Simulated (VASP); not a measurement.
Here is a VASP 6.6.1 calculation.

The input INCAR:

```
SYSTEM = Ti
ALGO = Fast
EDIFF = 1E-6
ENCUT = 520
GGA = PS
ISIF = 2
ISMEAR = 0
LASPH = .True.
LCHARG = .True.
LELF = .True.
LREAL = .False.
LVHAR = .True.
LWAVE = .False.
NBANDS = 12
NELM = 60
PREC = Accurate
SIGMA = 0.15
```

Contents of KPOINTS:

```
k-points
0
Gamma
  10 10 10
  0 0 0
```

File POSCAR:

```
Ti
1.0
    0.0000000000      1.9995500000      2.0604500000
    1.9995500000      0.0000000000      2.0604500000
    1.9995500000      1.9995500000      0.0000000000
Ti
1
Direct
    0.0000000000      0.0000000000      0.0000000000
```

Potentials or basis: VASP PAW PBE potentials, release 64 (Ti_sv).

Run with:

```sh
$ cat potpaw_PBE.64/Ti_sv/POTCAR > POTCAR
$ mpirun -np 1 vasp_std > vasp.out
```

(1) What does it give for the band gap on the k mesh?

(2) What does it give for the pressure?

Answers

(1) zero (band 6 reaches 9.41 eV, above the bottom of band 7 at 8.39 eV).

(2) 1.1 GPa.

Caveat: the cell differs from its parent crystal (strain -0.015 along x and y, +0.015 along z); the PAW data sets were made with another functional, which shifts forces and pressure a little.
